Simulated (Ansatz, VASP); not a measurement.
## Hf2N: VASP beside Ansatz

```
CELL_PARAMETERS angstrom
-1.45828 1.45828 5.19372
1.45828 -1.45828 5.19372
1.45828 1.45828 -5.19372
ATOMIC_POSITIONS crystal
Hf 0.63284 0.63284 0.00000
Hf 0.36716 0.36716 0.00000
N 0.00000 0.00000 0.00000
```

Alike in both runs: functional r2SCAN; k mesh 8 × 8 × 8; occupations gaussian, width 0.1 eV; no spin polarisation.

Ansatz relaxed the structure, and its values are those at the end. VASP's run is a single point on that final structure, the one shown.

|  | VASP | Ansatz |
| --- | --- | --- |
| version | VASP 6.6.1 | Ansatz 0.2.0 |
| potentials or method | VASP PAW PBE potentials, release 64 (Hf_pv, N), cutoff 520 eV | scalar-relativistic, plane waves, PAW |
| valence electrons in the cell | 25 | 57 |

Ansatz gave:

- gap on the k mesh at the Fermi level (eV): none
- pressure (GPa): 0.1
- rms of the force components (eV/Å): 0.001

Task: What did VASP give for the same quantities?

Result: gap on the k mesh at the Fermi level (eV): none; pressure (GPa): -1.5; rms of the force components (eV/Å): 0.017.

VASP's potentials were made for PBE, not for r2SCAN. A gap of «none» marks a metal or a gap that the smearing closes. VASP's potentials hold 25 valence electrons a cell and Ansatz's 57, so a difference there can come from the potentials and not from the codes.

The k mesh is coarse, so the values compare programs but aren't converged. Neither program's run includes spin-orbit coupling.
